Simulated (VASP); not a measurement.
# Ir3F in VASP: a series of runs

Runs on Ir3F. Level: PBE. Tasks: single point, relaxation of the atoms.

Everything below comes from runs of VASP 6.6.1. Logs are shortened: lines on timing, memory, paths and dates and some standing lists are left out, and cuts for length are marked.

## (1) The cell of the first run

The cell holds a slab with vacuum, 4 atoms: a = 2.737 Å, b = 2.737 Å, c = 19.843 Å, α = 90.00°, β = 90.00°, γ = 120.00°.

## (2) Single point, PBE

Contents of INCAR:

```
SYSTEM = Ir3F
  PREC = Accurate
  ENCUT = 520
  EDIFF = 1E-6
  ISMEAR = 0
  SIGMA = 0.1
  LREAL = .False.
  LASPH = .True.
  NELM = 120
  ALGO = Normal
  ISIF = 2
  LWAVE = .False.
  LCHARG = .False.
  LDIPOL = .True.
  IDIPOL = 3
  DIPOL = 0.5 0.5 0.362
  GGA = PE
  NBANDS = 37
  GGA_COMPAT = .False.
  NELMDL = -8
```

Contents of KPOINTS:

```
Automatic mesh
0
Gamma
  12 12 1
  0 0 0
```

Contents of POSCAR:

```
Ir3F
1.0
    2.7367600872      0.0000000000      0.0000000000
   -1.3683800436      2.3701037596      0.0000000000
    0.0000000000      0.0000000000     19.8425800730
Ir F
3 1
Direct
    0.6666666667      0.3333333333      0.2015866881
    0.3333333333      0.6666666667      0.3110139949
    0.0000000000      0.0000000000      0.4204382718
    0.0000000000      0.0000000000      0.5154963108
```

Potentials or basis: VASP PAW PBE potentials, release 64 (Ir_sv_GW, F).

Launch:

```
> cat potpaw_PBE.64/Ir_sv_GW/POTCAR potpaw_PBE.64/F/POTCAR > POTCAR
> mpirun -np 1 vasp_std > vasp.out
```

OUTCAR:

```text
SYSTEM = Ir3F
   PREC = Accurate
   ENCUT = 520
   EDIFF = 1E-6
   ISMEAR = 0
   LREAL = .False.
   LASPH = .True.
   NELM = 120
   ISIF = 2
   GGA = PE
   NELMDL = -8

 ion  position               nearest neighbor table
   1  0.667  0.333  0.202-   2 2.69   2 2.69   2 2.69
   2  0.333  0.667  0.311-   3 2.69   3 2.69   3 2.69   1 2.69   1 2.69   1 2.69
   3  0.000  0.000  0.420-   4 1.89   2 2.69   2 2.69   2 2.69
   4  0.000  0.000  0.515-   3 1.89

  LATTYP: Found a hexagonal cell.
 ALAT       =     2.7367600872
 C/A-ratio  =     7.2503907689

  Lattice vectors:

 A1 = (   2.7367600872,   0.0000000000,   0.0000000000)
 A2 = (  -1.3683800436,   2.3701037596,   0.0000000000)
 A3 = (   0.0000000000,   0.0000000000,  19.8425800730)

Analysis of symmetry for initial positions (statically):
=====================================================================
 Subroutine PRICEL returns:
 Original cell was already a primitive cell.

 Routine SETGRP: Setting up the symmetry group for a
 hexagonal supercell.

 Subroutine GETGRP returns: Found  6 space group operations
 (whereof  6 operations were pure point group operations)
 out of a pool of 24 trial point group operations.

The static configuration has the point symmetry C_3v.

Analysis of symmetry for dynamics (positions and initial velocities):
=====================================================================
 Subroutine PRICEL returns:
 Original cell was already a primitive cell.

 Routine SETGRP: Setting up the symmetry group for a
 hexagonal supercell.

 Subroutine GETGRP returns: Found  6 space group operations
 (whereof  6 operations were pure point group operations)
 out of a pool of 24 trial point group operations.

The dynamic configuration has the point symmetry C_3v.

 Subroutine INISYM returns: Found  6 space group operations
 (whereof  6 operations are pure point group operations),
 and found     1 'primitive' translations

----------------------------------------------------------------------------------------

                                     Primitive cell
[... 88 lines left out ...]
   NELM   =    120;   NELMIN=  2; NELMDL= -8     # of ELM steps
   EDIFF  = 0.1E-05   stopping-criterion for ELM
   LREAL  =      F    real-space projection
   EDIFFG = 0.1E-04   stopping-criterion for IOM
   NSW    =      0    number of steps for IOM
   IBRION =     -1    ionic relax: 0-MD 1-quasi-New 2-CG
   NFREE  =      0    steps in history (QN), initial steepest desc. (CG)
   ISIF   =      2    stress and relaxation
   ISYM   =      2    0-nonsym 1-usesym 2-fastsym
   POTIM  = 0.5000    time-step for ionic-motion
   TEBEG  =    0.0;   TEEND  =   0.0 temperature during run
   PSTRESS=    0.0 pullay stress
   NELECT =      58.0000    total number of electrons
   NUPDOWN=      -1.0000    fix difference up-down
   EMIN   =  10.00;   EMAX   =-10.00  energy-range for DOS
   EFERMI =   0.00;   METHOD = LEGACY
   ISMEAR =     0;   SIGMA  =   0.10  broadening in eV -4-tet -1-fermi 0-gaus
   EFERMI_NEDOS =   21; number of points for ismear=-14 and -15
   IALGO  =     38    algorithm
   IMIX   =      4    mixing-type and parameters
     AMIX     =   0.40;   BMIX     =  1.00
     AMIX_MAG =   1.60;   BMIX_MAG =  1.00
  volume/ion in A,a.u.               =      32.18       217.14
  Fermi-wavevector in a.u.,A,eV,Ry     =   1.255115  2.371823 21.433434  1.575313
  Thomas-Fermi vector in A             =   2.388887
   LORBIT       =      0    0 simple, 1 ext, 2 COOP (PROOUT), +10 PAW based schemes
   GGA     = PE    functional components
   LHFCALC =     F    Hartree Fock is set to
   AEXX    =    0.0000 exact exchange contribution
   IVDW    =     0    specifies the selected vdW correction
   LEPSILON=     F    determine dielectric tensor
   LRPA    =     F    only Hartree local field effects (RPA)
 non-spin polarized calculation
 Gauss-broadening in eV      SIGMA  =   0.10
  energy-cutoff  :      520.00
  volume of cell :      128.71
 maximum number of plane-waves:      3499
   NGX = 11   NGY = 11   NGZ = 73

 dipolmoment           0.000000      0.000000     -0.068706 electrons x Angstroem

 number of electron      58.0000008 magnetization

 dipolmoment           0.000000      0.000000      0.114972 electrons x Angstroem

 Free energy of the ion-electron system (eV)
  ---------------------------------------------------
  ext. energy  EPLUGINS =         0.00000000
  ---------------------------------------------------
  free energy    TOTEN  =       -30.51324140 eV

  energy without entropy =      -30.50175246  energy(sigma->0) =      -30.50749693

 E-fermi :  -0.0214     XC(G=0):  -6.3802

 val. band max:       -0.0347978465   @ k =   0.2500   0.2500   0.0000
 cond. band min:       0.0891582030   @ k =   0.3333   0.1667   0.0000
 fundamental gap:      0.1239560495
 Fermi energy:        -0.0214224274

 k-point     1 :       0.0000    0.0000    0.0000
  band No.  band energies     occupation
      1     -93.1665      2.00000
      2     -93.0207      2.00000
      3     -92.3578      2.00000
      4     -50.3242      2.00000
      5     -49.9104      2.00000
      6     -49.6820      2.00000
[... 749 lines left out ...]
     36       8.1976      0.00000
     37       9.0785      0.00000

------------------------ aborting loop because EDIFF is reached ----------------------------------------

 vacuum level on the upper side and lower side of the slab       (xc-potential included)         1.468        -1.727

  FORCE on cell =-STRESS in cart. coord.  units (eV):
  Direction    XX          YY          ZZ          XY          YZ          ZX
  --------------------------------------------------------------------------------------
  -------------------------------------------------------------------------------------
  Total       -1.7199157     -1.7199157     -0.5440573      0.0000000      0.0000000      0.0000000
  in kB      -21.4099428    -21.4099428     -6.7725615      0.0000000      0.0000000      0.0000000
  external PRESSURE =     -16.5308157 kB  Pullay stress =       0.0000000 kB

 VOLUME and BASIS-vectors are now :
 -----------------------------------------------------------------------------
  energy-cutoff  :      520.00
  volume of cell :      128.71
      direct lattice vectors                 reciprocal lattice vectors
     2.736760087  0.000000000  0.000000000     0.365395566  0.210961228  0.000000000
    -1.368380044  2.370103760  0.000000000     0.000000000  0.421922456  0.000000000
     0.000000000  0.000000000 19.842580073     0.000000000  0.000000000  0.050396672

 POSITION                                       TOTAL-FORCE (eV/Angst)
 -----------------------------------------------------------------------------------
      1.36838      0.79003      4.00000         0.000000      0.000000     -0.373860
     -0.00000      1.58007      6.17132        -0.000000     -0.000000      0.768726
      0.00000      0.00000      8.34258        -0.000000      0.000000     -0.547952
      0.00000      0.00000     10.22878        -0.000000      0.000000      0.153086
 -----------------------------------------------------------------------------------
    total drift:                               -0.000000     -0.000000      0.000239

  FREE ENERGIE OF THE ION-ELECTRON SYSTEM (eV)
  ---------------------------------------------------
  free  energy   TOTEN  =       -30.5132413959 eV

  energy  without entropy=      -30.5017524614  energy(sigma->0) =      -30.50749693

 vacuum level on the upper side and lower side of the slab         8.514         5.192
```

Wall time 3.7 min (1 thread of Intel Xeon Platinum 8488C (Sapphire Rapids), shared host); peak memory 0.26 GiB.

What came out:

```
Free energy            : -30.5132 eV
Largest force          : 0.769 eV/Å
Band gap on the k mesh : zero (bands 29 and 30 overlap by 2.29 eV)
```

Forces in eV/Å, atoms in the order of the input:
```
Ir   0.000  0.000 -0.374
Ir   0.000  0.000  0.769
Ir   0.000  0.000 -0.548
F    0.000  0.000  0.153
```

Caveat: spin-orbit coupling is left out, which moves the levels of the heavy elements.

## (3) Relaxation of the atoms, PBE

Contents of INCAR:

```
SYSTEM = Ir3F
PREC = Accurate
ENCUT = 520
EDIFF = 1E-6
ISMEAR = 0
SIGMA = 0.1
LREAL = .False.
LASPH = .True.
NELM = 100
ALGO = Normal
ISIF = 2
LWAVE = .False.
LCHARG = .False.
LDIPOL = .True.
IDIPOL = 3
DIPOL = 0.5 0.5 0.363
GGA = PE
IBRION = 2
NSW = 36
EDIFFG = -0.025
```

KPOINTS is that of step 2.

Contents of POSCAR:

```
Ir3F
1.0
    2.7367600872      0.0000000000      0.0000000000
   -1.3683800436      2.3701037596      0.0000000000
    0.0000000000      0.0000000000     19.8425800097
Ir F
3 1
Selective dynamics
Direct
    0.6666666667      0.3333333333      0.2015866887  F F F
    0.3333333333      0.6666666667      0.3110139943  F F F
    0.0000000000      0.0000000000      0.4204382699  F F F
    0.0000000000      0.0000000000      0.5202236808  F F T
```

Potentials or basis: VASP PAW PBE potentials, release 64 (Ir, F).

Launch:

```
> cat potpaw_PBE.64/Ir/POTCAR potpaw_PBE.64/F/POTCAR > POTCAR
> mpirun -np 1 vasp_std > vasp.out
```

OUTCAR:

```text
SYSTEM = Ir3F
   PREC = Accurate
   ENCUT = 520
   EDIFF = 1E-6
   ISMEAR = 0
   LREAL = .False.
   LASPH = .True.
   NELM = 100
   ISIF = 2
   GGA = PE
   IBRION = 2
   NSW = 36
   EDIFFG = -0.025

 ion  position               nearest neighbor table
   1  0.667  0.333  0.202-   2 2.69   2 2.69   2 2.69
   2  0.333  0.667  0.311-   3 2.69   3 2.69   3 2.69   1 2.69   1 2.69   1 2.69
   3  0.000  0.000  0.420-   4 1.98   2 2.69   2 2.69   2 2.69
   4  0.000  0.000  0.520-   3 1.98

  LATTYP: Found a hexagonal cell.
 ALAT       =     2.7367600872
 C/A-ratio  =     7.2503907458

  Lattice vectors:

 A1 = (   2.7367600872,   0.0000000000,   0.0000000000)
 A2 = (  -1.3683800436,   2.3701037596,   0.0000000000)
 A3 = (   0.0000000000,   0.0000000000,  19.8425800097)

Analysis of symmetry for initial positions (statically):
=====================================================================
 Subroutine PRICEL returns:
 Original cell was already a primitive cell.

[... 237 lines left out ...]
 cond. band min:      -0.7810120151   @ k =   0.3333   0.1667   0.0000
 fundamental gap:      0.1240460948
 Fermi energy:        -0.8878266651

 k-point     1 :       0.0000    0.0000    0.0000
  band No.  band energies     occupation
      1     -23.5921      2.00000
      2     -11.0330      2.00000
      3      -8.9297      2.00000
      4      -8.6094      2.00000
      5      -6.7736      2.00000
      6      -4.7644      2.00000
[... 445 lines left out ...]
     20       4.8773      0.00000
     21       5.0073      0.00000

------------------------ aborting loop because EDIFF is reached ----------------------------------------

 vacuum level on the upper side and lower side of the slab       (xc-potential included)         1.404        -1.657

  FORCE on cell =-STRESS in cart. coord.  units (eV):
  Direction    XX          YY          ZZ          XY          YZ          ZX
  --------------------------------------------------------------------------------------
  -------------------------------------------------------------------------------------
  Total       -0.8372288     -0.8372288      0.1204143      0.0000000      0.0000000      0.0000000
  in kB      -10.4220342    -10.4220342      1.4989471      0.0000000      0.0000000      0.0000000
  external PRESSURE =      -6.4483738 kB  Pullay stress =       0.0000000 kB

 VOLUME and BASIS-vectors are now :
 -----------------------------------------------------------------------------
  energy-cutoff  :      520.00
  volume of cell :      128.71
      direct lattice vectors                 reciprocal lattice vectors
     2.736760087  0.000000000  0.000000000     0.365395566  0.210961228  0.000000000
    -1.368380044  2.370103760  0.000000000     0.000000000  0.421922456  0.000000000
     0.000000000  0.000000000 19.842580010     0.000000000  0.000000000  0.050396672

 POSITION                                       TOTAL-FORCE (eV/Angst)
 -----------------------------------------------------------------------------------
      1.36838      0.79003      4.00000        -0.000000      0.000000     -0.410642
     -0.00000      1.58007      6.17132        -0.000000      0.000000      0.760685
      0.00000      0.00000      8.34258        -0.000000     -0.000000     -0.374983
      0.00000      0.00000     10.23970         0.000000      0.000000      0.024940
 -----------------------------------------------------------------------------------
    total drift:                               -0.000000     -0.000000     -0.000256

  FREE ENERGIE OF THE ION-ELECTRON SYSTEM (eV)
  ---------------------------------------------------
  free  energy   TOTEN  =       -28.7886178548 eV

  energy  without entropy=      -28.7766955539  energy(sigma->0) =      -28.78265670

 reached required accuracy - stopping structural energy minimisation

 vacuum level on the upper side and lower side of the slab         7.552         4.352
```

CONTCAR:

```text
Ir3F
   1.00000000000000
     2.7367600872000000    0.0000000000000000    0.0000000000000000
    -1.3683800436000000    2.3701037596000001    0.0000000000000000
     0.0000000000000000    0.0000000000000000   19.8425800097000007
  Ir              F
     3     1
Selective dynamics
Direct
     0.6666666667000030    0.3333333332999970    0.2015866886999973   F   F   F
     0.3333333332999970    0.6666666667000030    0.3110139942999979   F   F   F
     0.0000000000000000    0.0000000000000000    0.4204382699000035   F   F   F
     0.0000000000000000    0.0000000000000000    0.5160467259121474   F   F   T

  0.00000000E+00  0.00000000E+00  0.00000000E+00
  0.00000000E+00  0.00000000E+00  0.00000000E+00
  0.00000000E+00  0.00000000E+00  0.00000000E+00
  0.00000000E+00  0.00000000E+00  0.00000000E+00
```

Run time: 3 min. Hardware: 1 thread of Intel Xeon Platinum 8259CL at 2.50GHz (Skylake/Cascade Lake), shared host; peak memory 0.26 GiB.

Results:

```yaml
Free_energy: -28.7886 eV
Energy_gained_by_relaxing: 19.1 meV/atom
Ionic_steps: 2
Band_gap_on_the_k_mesh: zero (bands 17 and 18 overlap by 2.27 eV)
```

The path:
```tsv
step	energy change (eV)	largest force on free atoms (eV/Å)	pressure (GPa)
1	0.0000	1.7180	-2.23
2	-0.0762	0.0249	-0.64
```

Final structure:
```
Ir F
1.0
     2.73676    0.00000    0.00000
    -1.36838    2.37010    0.00000
     0.00000    0.00000   19.84258
Ir F
3 1
Direct
  0.66667 0.33333 0.20159
  0.33333 0.66667 0.31101
  0.00000 0.00000 0.42044
  0.00000 0.00000 0.51605
```

Caveat: spin-orbit coupling is left out, which moves the levels of the heavy elements.

## (4) Relaxation of the atoms, PBE

Contents of INCAR:

```
PREC = Accurate
ENCUT = 520
EDIFF = 1E-6
ISMEAR = 0
SIGMA = 0.1
LREAL = F
LASPH = T
NELM = 80
ALGO = Normal
ISIF = 2
LWAVE = F
LCHARG = F
LDIPOL = T
IDIPOL = 3
DIPOL = 0.5 0.5 0.354
GGA = PE
IBRION = 2
NSW = 36
EDIFFG = -0.025
```

Contents of KPOINTS:

```
Automatic mesh
0
Gamma
  12 12 1
```

Changes to POSCAR since step 3:

```diff
@@ -12,2 +12,2 @@
     0.0000000000      0.0000000000      0.4204382699  F F F
-    0.0000000000      0.0000000000      0.5202236808  F F T
+    0.3333333333      0.6666666667      0.4810983513  F F T
```

Potentials or basis: VASP PAW PBE potentials, release 64 (Ir, F).

Launch:

```
> cat potpaw_PBE.64/Ir/POTCAR potpaw_PBE.64/F/POTCAR > POTCAR
> mpirun -np 1 vasp_std > vasp.out
```

OUTCAR:

```text
PREC = Accurate
   ENCUT = 520
   EDIFF = 1E-6
   ISMEAR = 0
   LREAL = F
   LASPH = T
   NELM = 80
   ISIF = 2
   GGA = PE
   IBRION = 2
   NSW = 36
   EDIFFG = -0.025

 ion  position               nearest neighbor table
   1  0.667  0.333  0.202-   2 2.69   2 2.69   2 2.69
   2  0.333  0.667  0.311-   3 2.69   3 2.69   3 2.69   1 2.69   1 2.69   1 2.69
   3  0.000  0.000  0.420-   4 1.99   4 1.99   4 1.99   2 2.69   2 2.69   2 2.69
   4  0.333  0.667  0.481-   3 1.99   3 1.99   3 1.99

  LATTYP: Found a hexagonal cell.
 ALAT       =     2.7367600872
 C/A-ratio  =     7.2503907458

  Lattice vectors:

 A1 = (   2.7367600872,   0.0000000000,   0.0000000000)
 A2 = (  -1.3683800436,   2.3701037596,   0.0000000000)
 A3 = (   0.0000000000,   0.0000000000,  19.8425800097)

[... 776 lines left out ...]
  energy without entropy =      -27.89484501  energy(sigma->0) =      -27.90805241

 E-fermi :  -0.7688     XC(G=0):  -6.1583

 val. band max:       -0.7705539516   @ k =   0.0833   0.0833   0.0000
 cond. band min:      -0.7014149715   @ k =   0.3333   0.2500   0.0000
 fundamental gap:      0.0691389801
 Fermi energy:        -0.7688448071

 k-point     1 :       0.0000    0.0000    0.0000
  band No.  band energies     occupation
      1     -23.3027      2.00000
      2     -10.9870      2.00000
      3      -9.0812      2.00000
      4      -8.5631      2.00000
      5      -4.8141      2.00000
      6      -4.7647      2.00000
[... 445 lines left out ...]
     20       5.0101      0.00000
     21       5.0654      0.00000

------------------------ aborting loop because EDIFF is reached ----------------------------------------

 vacuum level on the upper side and lower side of the slab       (xc-potential included)         1.308        -1.771

  FORCE on cell =-STRESS in cart. coord.  units (eV):
  Direction    XX          YY          ZZ          XY          YZ          ZX
  --------------------------------------------------------------------------------------
  -------------------------------------------------------------------------------------
  Total       -0.9748942     -0.9748942     -0.7191962     -0.0000000     -0.0000000      0.0000000
  in kB      -12.1357277    -12.1357277     -8.9527357     -0.0000000     -0.0000000      0.0000000
  external PRESSURE =     -11.0747304 kB  Pullay stress =       0.0000000 kB
[... 19 lines left out ...]
  FREE ENERGIE OF THE ION-ELECTRON SYSTEM (eV)
  ---------------------------------------------------
  free  energy   TOTEN  =       -27.9212598033 eV

  energy  without entropy=      -27.8948450128  energy(sigma->0) =      -27.90805241

 reached required accuracy - stopping structural energy minimisation

 vacuum level on the upper side and lower side of the slab         7.578         4.389
```

CONTCAR:

```text
Ir3F
   1.00000000000000
     2.7367600872000000    0.0000000000000000    0.0000000000000000
    -1.3683800436000000    2.3701037596000001    0.0000000000000000
     0.0000000000000000    0.0000000000000000   19.8425800097000007
  Ir              F
     3     1
Selective dynamics
Direct
     0.6666666667000030    0.3333333332999970    0.2015866886999973   F   F   F
     0.3333333332999970    0.6666666667000030    0.3110139942999979   F   F   F
     0.0000000000000000    0.0000000000000000    0.4204382699000035   F   F   F
     0.3333333332999970    0.6666666667000030    0.5074612962437984   F   F   T

  0.00000000E+00  0.00000000E+00  0.00000000E+00
  0.00000000E+00  0.00000000E+00  0.00000000E+00
  0.00000000E+00  0.00000000E+00  0.00000000E+00
  0.00000000E+00  0.00000000E+00  0.00000000E+00
```

Wall time 5.6 min (1 thread of Intel Xeon Platinum 8259CL at 2.50GHz (Skylake/Cascade Lake), shared host); peak memory 0.26 GiB.

What came out:

```
Free energy               : -27.9213 eV
Energy gained by relaxing : 532.0 meV/atom
Ionic steps               : 4
Band gap on the k mesh    : zero (bands 17 and 18 overlap by 1.88 eV)
```

Step by step:
```tsv
step	energy change (eV)	largest force on free atoms (eV/Å)	pressure (GPa)
1	0.0000	8.7614	12.28
2	-2.0640	1.2984	0.46
3	-2.1263	0.1906	-0.90
4	-2.1278	0.0230	-1.11
```

Final structure:
```
CELL_PARAMETERS angstrom
2.73676 0.00000 0.00000
-1.36838 2.37010 0.00000
0.00000 0.00000 19.84258
ATOMIC_POSITIONS crystal
Ir 0.66667 0.33333 0.20159
Ir 0.33333 0.66667 0.31101
Ir 0.00000 0.00000 0.42044
F 0.33333 0.66667 0.50746
```

Caveat: spin-orbit coupling is left out, which moves the levels of the heavy elements.

## (5) The runs side by side

```csv
task,potentials or basis,cell,atoms held fixed (from 0),atoms held along some axes (from 0),gap on the mesh (eV)
single point,"VASP PAW PBE potentials, release 64 (Ir_sv_GW, F)","as given, atomic positions A",-,-,none
relaxation of the atoms,"VASP PAW PBE potentials, release 64 (Ir, F)","atoms relaxed, atomic positions B","[0, 1, 2]",atom 3 along a and b,none
relaxation of the atoms,"VASP PAW PBE potentials, release 64 (Ir, F)","atoms relaxed, atomic positions C","[0, 1, 2]",atom 3 along a and b,none
```

Alike in all rows: level PBE; no spin polarisation; k mesh 12 × 12 × 1; cutoff (eV) 520; smearing gaussian 0.1 eV.

Caveats: spin-orbit coupling is left out, which moves the levels of the heavy elements.

Absolute energies hang on the potentials; compare differences alone.

The gap in the log of VASP goes by the Fermi energy; the results here count the filled bands.